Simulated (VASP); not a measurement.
# BO (P2_13) in VASP: further runs

BO is run at these levels: PBE; tasks: single point, relaxation of cell and atoms.

Everything below comes from runs of VASP 6.6.1. Logs are shortened: lines on timing, memory, paths and dates and some standing lists are left out, and cuts for length are marked.

### 1 The cell of the first run

It takes space group P2_13 (No. 198, cubic). The conventional cell has a = 4.531 Å, b = 4.531 Å, c = 4.531 Å, α = 90.00°, β = 90.00°, γ = 90.00°. Within 1.7 Å of B (site symmetry 3) lie 1 O at 1.29 Å. Within 1.7 Å of O (site symmetry 3) lie 1 B at 1.29 Å.

### 2 Single point, PBE

INCAR reads:

```
PREC     = Accurate       # precision mode
ENCUT    = 520            # plane-wave cutoff, eV
EDIFF    = 1E-6           # SCF threshold, eV
ISMEAR   = 0              # smearing method
SIGMA    = 0.1            # smearing width, eV
LREAL    = F              # projectors in reciprocal space
LASPH    = T              # aspherical terms in the spheres
NELM     = 80             # most SCF steps
ALGO     = Normal         # electronic algorithm
ISIF     = 2              # what is computed and relaxed
LWAVE    = F              # write WAVECAR
LCHARG   = T              # write CHGCAR
GGA      = PE             # functional
LELF     = T              # ELF
LVHAR    = T            
NBANDS   = 28             # bands
```

KPOINTS reads:

```
Automatic mesh
0
Gamma
  6 6 6
```

POSCAR reads:

```
BO
1.0
    4.5312566072      0.0000000000      0.0000000000
    0.0000000000      4.5312566072      0.0000000000
    0.0000000000      0.0000000000      4.5312566072
B O
4 4
Direct
   -0.0400611237     -0.0400611237     -0.0400611237
    0.5400611237      1.0400611237      0.4599388763
    0.4599388763      0.5400611237      1.0400611237
    1.0400611237      0.4599388763      0.5400611237
    0.7953388684      0.7953388684      0.7953388684
    0.7046611316      0.2046611316      0.2953388684
    0.2953388684      0.7046611316      0.2046611316
    0.2046611316      0.2953388684      0.7046611316
```

Potentials or basis: VASP PAW PBE potentials, release 64 (B, O).

Run with:

```sh
> cat potpaw_PBE.64/B/POTCAR potpaw_PBE.64/O/POTCAR > POTCAR
> mpirun -np 1 vasp_std > vasp.out
```

OUTCAR:

```text
PREC = Accurate
   ENCUT = 520
   EDIFF = 1E-6
   ISMEAR = 0
   LREAL = F
   LASPH = T
   NELM = 80
   ISIF = 2
   GGA = PE

 ion  position               nearest neighbor table
   1  0.960  0.960  0.960-   5 1.29
   2  0.540  0.040  0.460-   6 1.29
   3  0.460  0.540  0.040-   7 1.29
   4  0.040  0.460  0.540-   8 1.29
   5  0.795  0.795  0.795-   1 1.29
   6  0.705  0.205  0.295-   2 1.29
   7  0.295  0.705  0.205-   3 1.29
   8  0.205  0.295  0.705-   4 1.29

  LATTYP: Found a simple cubic cell.
 ALAT       =     4.5312566072

  Lattice vectors:

 A1 = (   4.5312566072,   0.0000000000,   0.0000000000)
 A2 = (   0.0000000000,   4.5312566072,   0.0000000000)
 A3 = (   0.0000000000,   0.0000000000,   4.5312566072)

Analysis of symmetry for initial positions (statically):
=====================================================================
 Subroutine PRICEL returns:
 Original cell was already a primitive cell.

 Routine SETGRP: Setting up the symmetry group for a
 simple cubic supercell.

 Subroutine GETGRP returns: Found 12 space group operations
 (whereof  3 operations were pure point group operations)
 out of a pool of 48 trial point group operations.

The static configuration has the point symmetry C_3 .
 The point group associated with its full space group is T   .

Analysis of symmetry for dynamics (positions and initial velocities):
=====================================================================
 Subroutine PRICEL returns:
 Original cell was already a primitive cell.

 Routine SETGRP: Setting up the symmetry group for a
 simple cubic supercell.

 Subroutine GETGRP returns: Found 12 space group operations
 (whereof  3 operations were pure point group operations)
 out of a pool of 48 trial point group operations.

The dynamic configuration has the point symmetry C_3 .
 The point group associated with its full space group is T   .

 Subroutine INISYM returns: Found 12 space group operations
 (whereof  3 operations are pure point group operations),
 and found     1 'primitive' translations

----------------------------------------------------------------------------------------

                                     Primitive cell

  volume of cell :      93.0371

  direct lattice vectors                    reciprocal lattice vectors
     4.531256607  0.000000000  0.000000000     0.220689333  0.000000000  0.000000000
     0.000000000  4.531256607  0.000000000     0.000000000  0.220689333  0.000000000
     0.000000000  0.000000000  4.531256607     0.000000000  0.000000000  0.220689333

  length of vectors
     4.531256607  4.531256607  4.531256607     0.220689333  0.220689333  0.220689333

  position of ions in fractional coordinates (direct lattice)
     0.959938876  0.959938876  0.959938876
     0.540061124  0.040061124  0.459938876
     0.459938876  0.540061124  0.040061124
     0.040061124  0.459938876  0.540061124
     0.795338868  0.795338868  0.795338868
     0.704661132  0.204661132  0.295338868
     0.295338868  0.704661132  0.204661132
     0.204661132  0.295338868  0.704661132

  ion indices of the primitive-cell ions
   primitive index   ion index
                 1           1
                 2           2
                 3           3
                 4           4
                 5           5
                 6           6
                 7           7
                 8           8

----------------------------------------------------------------------------------------

 KPOINTS: Automatic mesh

Automatic generation of k-mesh.
 Grid dimensions read from file:
 generate k-points for:    6    6    6

 Generating k-lattice:

  Cartesian coordinates                     Fractional coordinates (reciprocal lattice)
     0.036781556  0.000000000  0.000000000     0.166666667  0.000000000  0.000000000
     0.000000000  0.036781556  0.000000000     0.000000000  0.166666667  0.000000000
     0.000000000  0.000000000  0.036781556     0.000000000  0.000000000  0.166666667

  Length of vectors
     0.036781556  0.036781556  0.036781556

  Shift w.r.t. Gamma in fractional coordinates (k-lattice)
     0.000000000  0.000000000  0.000000000

 Subroutine IBZKPT returns following result:
 ===========================================

 Found     24 irreducible k-points:

 Following reciprocal coordinates:
            Coordinates               Weight
  0.000000  0.000000  0.000000      1.000000
  0.166667  0.000000  0.000000      6.000000
  0.333333  0.000000  0.000000      6.000000
  0.500000  0.000000  0.000000      3.000000
  0.166667  0.166667  0.000000     12.000000
  0.333333  0.166667  0.000000     12.000000
[... 16 lines left out ...]
  0.500000  0.500000  0.333333      6.000000
  0.500000  0.500000  0.500000      1.000000
   k-points           NKPTS =     24   k-points in BZ     NKDIM =     24   number of bands    NBANDS=     28
   number of dos      NEDOS =    301   number of ions     NIONS =      8
   total plane-waves  NPLWV =  46656
   dimension x,y,z NGX =    36 NGY =   36 NGZ =   36
   dimension x,y,z NGXF=    72 NGYF=   72 NGZF=   72
   ions per type =               4   4
   NGX,Y,Z   is equivalent  to a cutoff of  13.21, 13.21, 13.21 a.u.
   NGXF,Y,Z  is equivalent  to a cutoff of  26.42, 26.42, 26.42 a.u.
 SYSTEM =  unknown system
   PREC   = accura    normal or accurate (medium, high low for compatibility)
   ISTART =      0    job   : 0-new  1-cont  2-samecut
   ICHARG =      2    charge: 1-file 2-atom 10-const
   ISPIN  =      1    spin polarized calculation?
   LNONCOLLINEAR =      F non collinear calculations
   LSORBIT =      F    spin-orbit coupling
   LASPH  =      T    aspherical Exc in radial PAW
   ENCUT  =  520.0 eV  38.22 Ry    6.18 a.u.   8.43  8.43  8.43*2*pi/ulx,y,z
   NELM   =     80;   NELMIN=  2; NELMDL= -5     # of ELM steps
   EDIFF  = 0.1E-05   stopping-criterion for ELM
   LREAL  =      F    real-space projection
   EDIFFG = 0.1E-04   stopping-criterion for IOM
   NSW    =      0    number of steps for IOM
   IBRION =     -1    ionic relax: 0-MD 1-quasi-New 2-CG
   NFREE  =      0    steps in history (QN), initial steepest desc. (CG)
   ISIF   =      2    stress and relaxation
   ISYM   =      2    0-nonsym 1-usesym 2-fastsym
   POTIM  = 0.5000    time-step for ionic-motion
   TEBEG  =    0.0;   TEEND  =   0.0 temperature during run
   PSTRESS=    0.0 pullay stress
   NELECT =      36.0000    total number of electrons
   NUPDOWN=      -1.0000    fix difference up-down
   EMIN   =  10.00;   EMAX   =-10.00  energy-range for DOS
   EFERMI =   0.00;   METHOD = LEGACY
   ISMEAR =     0;   SIGMA  =   0.10  broadening in eV -4-tet -1-fermi 0-gaus
   EFERMI_NEDOS =   21; number of points for ismear=-14 and -15
   IALGO  =     38    algorithm
   IMIX   =      4    mixing-type and parameters
     AMIX     =   0.40;   BMIX     =  1.00
     AMIX_MAG =   1.60;   BMIX_MAG =  1.00
  volume/ion in A,a.u.               =      11.63        78.48
  Fermi-wavevector in a.u.,A,eV,Ry     =   1.192954  2.254356 19.362983  1.423139
  Thomas-Fermi vector in A             =   2.328980
   LORBIT       =      0    0 simple, 1 ext, 2 COOP (PROOUT), +10 PAW based schemes
   GGA     = PE    functional components
   LHFCALC =     F    Hartree Fock is set to
   AEXX    =    0.0000 exact exchange contribution
   IVDW    =     0    specifies the selected vdW correction
   LEPSILON=     F    determine dielectric tensor
   LRPA    =     F    only Hartree local field effects (RPA)
 non-spin polarized calculation
 Gauss-broadening in eV      SIGMA  =   0.10
  energy-cutoff  :      520.00
  volume of cell :       93.04
 maximum number of plane-waves:      2522
 NGX is ok and might be reduce to    36
   NGX = 17   NGY = 17   NGZ = 17

 number of electron      35.9999999 magnetization

 Free energy of the ion-electron system (eV)
  ---------------------------------------------------
  ext. energy  EPLUGINS =         0.00000000
  ---------------------------------------------------
  free energy    TOTEN  =       -46.12190031 eV

  energy without entropy =      -46.09535937  energy(sigma->0) =      -46.10862984

 E-fermi :   2.4862     XC(G=0):  -9.4103

 val. band max:        2.4655032475   @ k =   0.3333   0.0000   0.0000
 cond. band min:       2.5639819000   @ k =   0.5000   0.5000   0.1667
 fundamental gap:      0.0984786525
 Fermi energy:         2.4862315146

 k-point     1 :       0.0000    0.0000    0.0000
  band No.  band energies     occupation
      1     -19.4279      2.00000
      2     -18.5522      2.00000
      3     -18.5522      2.00000
      4     -18.5522      2.00000
      5      -5.8370      2.00000
      6      -5.8370      2.00000
[... 20 lines left out ...]
     27       8.3460      0.00000
     28       8.3460      0.00000

 k-point     2 :       0.1667    0.0000    0.0000
  band No.  band energies     occupation
      1     -19.3806      2.00000
      2     -18.6769      2.00000
      3     -18.5415      2.00000
      4     -18.4869      2.00000
      5      -6.0800      2.00000
      6      -5.8799      2.00000
[... 20 lines left out ...]
     27       8.1826      0.00000
     28       8.3709      0.00000

 k-point     3 :       0.3333    0.0000    0.0000
  band No.  band energies     occupation
      1     -19.2488      2.00000
      2     -18.8557      2.00000
      3     -18.5150      2.00000
      4     -18.4704      2.00000
      5      -6.1679      2.00000
      6      -5.9951      2.00000
[... 616 lines left out ...]
      3     -18.6837      2.00000
      4     -18.6837      2.00000
      5      -6.2919      2.00000
      6      -6.2919      2.00000
[... 20 lines left out ...]
     27       7.3149      0.00000
     28       7.3149      0.00000

 k-point    24 :       0.5000    0.5000    0.5000
  band No.  band energies     occupation
      1     -18.7663      2.00000
      2     -18.7663      2.00000
      3     -18.7663      2.00000
      4     -18.7663      2.00000
      5      -6.1651      2.00000
      6      -6.1651      2.00000
[... 20 lines left out ...]
     27       7.2598      0.00000
     28       7.2598      0.00000

------------------------ aborting loop because EDIFF is reached ----------------------------------------

  FORCE on cell =-STRESS in cart. coord.  units (eV):
  Direction    XX          YY          ZZ          XY          YZ          ZX
  --------------------------------------------------------------------------------------
  -------------------------------------------------------------------------------------
  Total        0.2575142      0.2575142      0.2575142      0.0000000      0.0000000      0.0000000
  in kB        4.4346135      4.4346135      4.4346135      0.0000000      0.0000000      0.0000000
  external PRESSURE =       4.4346135 kB  Pullay stress =       0.0000000 kB

 VOLUME and BASIS-vectors are now :
 -----------------------------------------------------------------------------
  energy-cutoff  :      520.00
  volume of cell :       93.04
      direct lattice vectors                 reciprocal lattice vectors
     4.531256607  0.000000000  0.000000000     0.220689333  0.000000000  0.000000000
     0.000000000  4.531256607  0.000000000     0.000000000  0.220689333  0.000000000
     0.000000000  0.000000000  4.531256607     0.000000000  0.000000000  0.220689333

 POSITION                                       TOTAL-FORCE (eV/Angst)
 -----------------------------------------------------------------------------------
      4.34973      4.34973      4.34973         0.062621      0.062621      0.062621
      2.44716      0.18153      2.08410        -0.062621     -0.062621      0.062621
      2.08410      2.44716      0.18153         0.062621     -0.062621     -0.062621
      0.18153      2.08410      2.44716        -0.062621      0.062621     -0.062621
      3.60388      3.60388      3.60388        -0.058295     -0.058295     -0.058295
      3.19300      0.92737      1.33826         0.058295      0.058295     -0.058295
      1.33826      3.19300      0.92737        -0.058295      0.058295      0.058295
      0.92737      1.33826      3.19300         0.058295     -0.058295      0.058295
 -----------------------------------------------------------------------------------
    total drift:                               -0.000000      0.000000     -0.000000

  FREE ENERGIE OF THE ION-ELECTRON SYSTEM (eV)
  ---------------------------------------------------
  free  energy   TOTEN  =       -46.1219003134 eV

  energy  without entropy=      -46.0953593716  energy(sigma->0) =      -46.10862984
```

Wall time 66 s (1 thread of Intel Xeon Platinum 8488C (Sapphire Rapids), shared host); peak memory 0.2 GiB.

Results:

* Free energy: -46.1219 eV
* Pressure: 0.4 GPa
* Largest force: 0.108 eV/Å
* Band gap on the k mesh: zero (bands 18 and 19 overlap by 0.80 eV)

Forces in eV/Å, atoms in the order of the input:
```
B    0.063  0.063  0.063
B   -0.063 -0.063  0.063
B    0.063 -0.063 -0.063
B   -0.063  0.063 -0.063
O   -0.058 -0.058 -0.058
O    0.058  0.058 -0.058
O   -0.058  0.058  0.058
O    0.058 -0.058  0.058
```

### 3 Relaxation of cell and atoms, PBE

This run uses another cell than the first one, of 6.47 Å³/atom.

INCAR reads:

```
  PREC = Accurate
  ENCUT = 600
  EDIFF = 1E-6
  ISMEAR = 0
  SIGMA = 0.1
  LREAL = False
  LASPH = True
  NELM = 60
  ALGO = Normal
  ISIF = 3
  LWAVE = False
  LCHARG = False
  GGA = PE
  IBRION = 2
  NSW = 90
  EDIFFG = -0.04
```

KPOINTS is that of step 2.

POSCAR reads:

```
BO
1.0
    3.7262706115      0.0000000000      0.0000000000
    0.0000000000      3.7262706115      0.0000000000
    0.0000000000      0.0000000000      3.7262706115
B O
4 4
Direct
    0.1340000000      0.1340000000      0.1340000000
    0.3660000000      0.8660000000      0.6340000000
    0.6340000000      0.3660000000      0.8660000000
    0.8660000000      0.6340000000      0.3660000000
    0.8445000000      0.8445000000      0.8445000000
    0.6555000000      0.1555000000      0.3445000000
    0.3445000000      0.6555000000      0.1555000000
    0.1555000000      0.3445000000      0.6555000000
```

Potentials or basis: VASP PAW PBE potentials, release 64 (B, O).

Run with:

```sh
> cat potpaw_PBE.64/B/POTCAR potpaw_PBE.64/O/POTCAR > POTCAR
> mpirun -np 1 vasp_std > vasp.out
```

Wall time 21 min (1 thread of Intel Xeon Platinum 8488C (Sapphire Rapids), shared host); peak memory 0.18 GiB.

Results (log left out):

```
Free energy                           : -45.9405 eV
Relaxed volume                        : 10.45 Å³/atom
Relaxed cell                          : a = 4.372 Å, b = 4.372 Å, c = 4.372 Å, α = 90.00°, β = 90.00°, γ = 90.00°
Space group after relaxing (to 0.1 Å) : P2_13 (No. 198)
Pressure after relaxing               : 0.0 GPa
Band gap on the k mesh                : zero (bands 18 and 19 overlap by 0.67 eV)
```

Forces in eV/Å, atoms in the order of the input:
```
B   -0.001 -0.001 -0.001
B    0.001  0.001 -0.001
B   -0.001  0.001  0.001
B    0.001 -0.001  0.001
O   -0.001 -0.001 -0.001
O    0.001  0.001 -0.001
O   -0.001  0.001  0.001
O    0.001 -0.001  0.001
```

Final structure:
```
B O
1.0
     4.37216    0.00000    0.00000
     0.00000    4.37216    0.00000
     0.00000    0.00000    4.37216
B O
4 4
Direct
  0.97522 0.97522 0.97522
  0.52478 0.02478 0.47522
  0.47522 0.52478 0.02478
  0.02478 0.47522 0.52478
  0.80135 0.80135 0.80135
  0.69865 0.19865 0.30135
  0.30135 0.69865 0.19865
  0.19865 0.30135 0.69865
```

Levels at points of the mesh, in eV from the Fermi level:
```csv
k point,band 14,band 15,band 16,band 17,band 18,band 19,band 20,band 21,band 22,band 23
"(0.00, 0.00, 0.00)",-4.82,-4.82,-4.82,-2.81,0.33,0.33,0.33,1.94,1.94,1.94
"(0.50, 0.00, 0.00)",-5.73,-5.37,-5.37,-0.54,-0.54,0.20,0.20,3.40,3.40,3.45
"(0.50, 0.50, 0.00)",-5.71,-4.64,-4.64,-0.40,-0.40,0.25,0.25,2.85,2.85,4.17
"(0.50, 0.50, 0.50)",-4.73,-4.73,-4.73,-0.34,-0.34,-0.34,-0.34,3.68,3.68,3.68
```

Caveat: the volume moved by over 15 % at a fixed basis, so the end points are rough.

### 4 Single point, PBE

This run uses another cell than the first one, of 11.86 Å³/atom.

INCAR reads:

```
SYSTEM = BO
ALGO     = Normal         ! electronic algorithm
EDIFF    = 1E-6           ! SCF threshold, eV
ENCUT    = 520            ! plane-wave cutoff, eV
GGA      = PE             ! functional
ISIF     = 2              ! what is computed and relaxed
ISMEAR   = 0              ! smearing method
LASPH    = .TRUE.         ! aspherical terms in the spheres
LCHARG   = .FALSE.        ! write CHGCAR
LREAL    = .FALSE.        ! projectors in reciprocal space
LWAVE    = .FALSE.        ! write WAVECAR
NBANDS   = 28             ! bands
NELM     = 80             ! most SCF steps
PREC     = Accurate       ! precision mode
SIGMA    = 0.1            ! smearing width, eV
```

KPOINTS reads:

```
k-points
0
G
  8 8 8
  0 0 0
```

POSCAR reads:

```
BO
1.0
    4.5608019106      0.0000000000      0.0000000000
    0.0000000000      4.5608019106      0.0000000000
    0.0000000000      0.0000000000      4.5608019106
B O
4 4
Direct
    0.9570689317      0.9570689317      0.9570689317
    0.5429310683      0.0429310683      0.4570689317
    0.4570689317      0.5429310683      0.0429310683
    0.0429310683      0.4570689317      0.5429310683
    0.7939828983      0.7939828983      0.7939828983
    0.7060171017      0.2060171017      0.2939828983
    0.2939828983      0.7060171017      0.2060171017
    0.2060171017      0.2939828983      0.7060171017
```

Run with:

```sh
> cat potpaw_PBE.64/B/POTCAR potpaw_PBE.64/O/POTCAR > POTCAR
> mpirun -np 1 vasp_std > vasp.out
```

Run time: 99 s. Hardware: 1 thread of Intel Xeon Platinum 8488C (Sapphire Rapids), shared host; peak memory 0.24 GiB.

Results (log left out):

```yaml
Free_energy: -46.1271 eV
Pressure: 0.2 GPa
Largest_force: 0.117 eV/Å
Band_gap_on_the_k_mesh: zero (bands 18 and 19 overlap by 0.81 eV)
```

Forces on the atoms (eV/Å):
```
B    0.067  0.067  0.067
B   -0.067 -0.067  0.067
B    0.067 -0.067 -0.067
B   -0.067  0.067 -0.067
O   -0.062 -0.062 -0.062
O    0.062  0.062 -0.062
O   -0.062  0.062  0.062
O    0.062 -0.062  0.062
```

Levels at points of the mesh, in eV from the Fermi level:
```tsv
k point	band 15	band 16	band 17	band 18	band 19	band 20	band 21	band 22
(0.00, 0.00, 0.00)	-4.47	-4.47	-2.78	0.39	0.39	0.39	2.20	2.20
(0.50, 0.00, 0.00)	-4.87	-4.87	-0.59	-0.59	0.30	0.30	3.48	3.48
(0.50, 0.50, 0.00)	-4.31	-4.31	-0.45	-0.45	0.17	0.17	3.32	3.32
(0.50, 0.50, 0.50)	-4.36	-4.36	-0.42	-0.42	-0.42	-0.42	3.99	3.99
```

[end of part 1 of 2]

The gap in the log of VASP goes by the Fermi energy; the results here count the filled bands.